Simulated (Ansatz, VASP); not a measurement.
KMgH3 in VASP and in Ansatz

```
CELL_PARAMETERS angstrom
3.92437 0.00000 0.00000
0.00000 3.92437 0.00000
0.00000 0.00000 3.92437
ATOMIC_POSITIONS crystal
K 0.00000 0.00000 0.00000
Mg 0.50000 0.50000 0.50000
H 0.00000 0.50000 0.50000
H 0.50000 0.00000 0.50000
H 0.50000 0.50000 0.00000
```

Change from the starting cell: strain -0.025 along x and y, -0.025 along z, atoms carried along.

Alike in both runs: task single point; functional LDA; k mesh 8 × 8 × 8; occupations gaussian, width 0.05 eV; no spin polarisation.

|  | VASP | Ansatz |
| --- | --- | --- |
| version | VASP 6.6.1 | Ansatz 0.2.0 |
| potentials or method | VASP PAW LDA potentials, release 64 (K_sv, Mg, H), cutoff 520 eV | scalar-relativistic, plane waves, PAW |
| valence electrons in the cell | 14 | 22 |

```csv
,VASP,Ansatz,Ansatz less VASP
gap on the k mesh at the Fermi level (eV),2.31,2.31,-0.001
least direct gap on the mesh (eV),4.61,4.61,-0.007
pressure (GPa),-0.6,-0.4,+0.23
```

LDA's correlation is that of Perdew and Zunger in VASP and of Perdew and Wang (1992) in Ansatz. VASP's potentials hold 14 valence electrons a cell and Ansatz's 22, so a difference there can come from the potentials and not from the codes.
